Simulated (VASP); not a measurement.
Bi: relaxation of cell and atoms with PBE

Crystal: Bi.

```
CELL_PARAMETERS angstrom
3.76297 0.00000 0.00000
-1.88148 3.25883 0.00000
0.00000 0.00000 6.10750
ATOMIC_POSITIONS crystal
Bi 0.33333 0.66667 0.25000
Bi 0.66667 0.33333 0.75000
```

| Item | Value |
| --- | --- |
| Program | VASP 6.6.1 |
| Task | relaxation of cell and atoms |
| Functional | PBE |
| Potentials or basis | VASP PAW PBE potentials, release 64 (Bi_d) |
| Cutoff | 600 eV |
| k mesh | 6 × 6 × 4 |
| Occupations | gaussian, width 0.1 eV |
| Spin | no spin polarisation |
| Dipole correction | no |
| Further INCAR settings | ALGO = Normal; EDIFF = 1e-07; IBRION = 2; EDIFFG = -0.04; NSW = 90; ISIF = 3 |

| Quantity | Value |
| --- | --- |
| Relaxed volume | 31.44 Å³/atom |
| Relaxed cell | a = 3.512 Å, b = 3.512 Å, c = 5.887 Å, α = 90.00°, β = 90.00°, γ = 120.00° |
| Space group after relaxing (to 0.05 Å) | P6_3/mmc (No. 194) |
| Energy gained by relaxing | 147.8 meV/atom |
| Ionic steps | 7 |
| Pressure after relaxing | -0.2 GPa |
| Band gap on the k mesh | zero (band 15 reaches 12.11 eV, above the bottom of band 16 at 5.07 eV) |

The path:
```
step  energy change (eV)  largest force (eV/Å)  pressure (GPa)  volume (Å³)
   1              0.0000                0.0000           -6.40        74.90
   2             -0.2694                0.0000            2.85        59.82
   3             -0.2927                0.0000            0.10        62.61
   4             -0.2926                0.0000           -0.10        62.84
   5             -0.2955                0.0000           -0.17        62.87
   6             -0.2957                0.0000           -0.18        62.88
   7             -0.2957                0.0000           -0.18        62.88
```

Final structure:
```
CELL_PARAMETERS angstrom
3.51200 0.00000 0.00000
-1.75600 3.04148 0.00000
0.00000 0.00000 5.88673
ATOMIC_POSITIONS crystal
Bi 0.33333 0.66667 0.25000
Bi 0.66667 0.33333 0.75000
```

Levels at points of the mesh, in eV from the Fermi level:
```csv
k point,band 11,band 12,band 13,band 14,band 15,band 16,band 17,band 18,band 19
"(0.00, 0.00, 0.00)",-13.81,-11.19,-5.52,3.30,3.30,4.32,4.73,4.73,6.96
"(0.50, 0.00, 0.00)",-11.01,-10.05,-4.74,-3.41,-2.16,-0.04,0.27,3.03,4.67
"(0.00, 0.00, 0.50)",-12.83,-12.83,-1.59,-1.59,3.97,3.97,3.97,3.97,7.83
"(0.50, 0.00, 0.50)",-10.49,-10.49,-5.07,-5.07,1.09,1.09,1.37,1.37,5.27
```

It took 68 s on 1 thread of Intel(R) Xeon(R) 6975P-C (Granite Rapids) (shared host), peak memory 0.22 GiB.

Caveat: the volume moved by over 15 % at a fixed basis, so the end points are rough; spin-orbit coupling is left out, which moves the levels of the heavy elements.
